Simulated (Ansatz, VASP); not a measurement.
# Two plane-wave programs on Au

```
CELL_PARAMETERS angstrom
0.00000 2.10777 2.10777
2.10777 0.00000 2.10777
2.10777 2.10777 0.00000
ATOMIC_POSITIONS crystal
Au 0.00000 0.00000 0.00000
```

Alike in both runs: task single point; functional PBEsol; k mesh 18 × 18 × 18; occupations gaussian, width 0.1 eV; no spin polarisation.

|  | VASP | Ansatz |
| --- | --- | --- |
| version | VASP 6.6.1 | Ansatz 0.2.0 |
| potentials or method | VASP PAW PBE potentials, release 64 (Au), cutoff 520 eV | scalar-relativistic, plane waves, PAW |
| valence electrons in the cell | 11 | 19 |

VASP gave:

* gap on the k mesh at the Fermi level (eV): none
* pressure (GPa): -12.9

Task: Which values does Ansatz return?

Result: gap on the k mesh at the Fermi level (eV): none; pressure (GPa): -12.7.

VASP's potentials were made for PBE, not for PBEsol. A gap of «none» marks a metal or a gap that the smearing closes. VASP's potentials hold 11 valence electrons a cell and Ansatz's 19, so a difference there can come from the potentials and not from the codes.

Spin-orbit coupling is off throughout.
